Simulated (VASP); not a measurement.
The system is LiH.

```
Li H
1.0
     0.00000    2.11937    1.96671
     2.11937    0.00000    1.96671
     2.11937    2.11937    0.00000
Li H
1 1
Direct
  0.00000 0.00000 0.00000
  0.50000 0.50000 0.50000
```

This cell differs from its parent crystal: epitaxial xy strain +5.8%.

Base run:

* Program: VASP 6.6.1
* Functional: r2SCAN
* Potentials or basis: VASP PAW PBE potentials, release 64 (Li_sv, H)
* Cutoff: 520 eV
* k mesh: 10 × 10 × 10
* Occupations: gaussian, width 0.01 eV
* Spin: no spin polarisation

Its results: band gap on the k mesh 2.97 eV, indirect (least direct gap 3.49 eV).

Problem. The run is repeated on the same cell with these changes: functional from r2SCAN to HSE06; k mesh from 10 × 10 × 10 to 8 × 8 × 8. What comes out?

Solution. Band gap on the k mesh 3.32 eV, indirect (least direct gap 3.90 eV).

Several settings changed at once, so the effect can't be laid on one alone.

A k mesh can miss the band edges.
